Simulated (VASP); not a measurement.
A run of VASP 6.6.1 is set up as follows.

Contents of INCAR:

```
PREC = Accurate ; ENCUT = 520
EDIFF = 1E-7 ; ISMEAR = 0
SIGMA = 0.05 ; LREAL = F
LASPH = T ; NELM = 100
ALGO = Normal ; ISIF = 2
LWAVE = F ; LCHARG = F
NBANDS = 26
```

Contents of KPOINTS:

```
regular mesh
0
Gamma
  12 12 6
```

The input POSCAR:

```
ZnO
1.0
    3.1871780739      0.0000000000      0.0000000000
   -1.5935890369      2.7601771784      0.0000000000
    0.0000000000      0.0000000000      5.1531926628
Zn O
2 2
Direct
    0.3333333333      0.6666666667      0.0018514197
    0.6666666667      0.3333333333      0.5018514197
    0.3333333333      0.6666666667      0.4254632686
    0.6666666667      0.3333333333      0.9254632686
```

Potentials or basis: VASP PAW LDA potentials, release 64 (Zn, O).

Command:

```console
$ cat potpaw_LDA.64/Zn/POTCAR potpaw_LDA.64/O/POTCAR > POTCAR
$ mpirun -np 1 vasp_std > vasp.out
```

**Question.** Predict the largest force.

**Answer.** 0.765 eV/Å.

**Question.** Predict the pressure.

**Answer.** 4.6 GPa.

**Question.** Predict the band gap on the k mesh.

**Answer.** 0.86 eV, direct.

Stress tensor (GPa, compression positive):
```
 9.96  0.00  0.00
 0.00  9.96  0.00
 0.00  0.00 -6.13
```
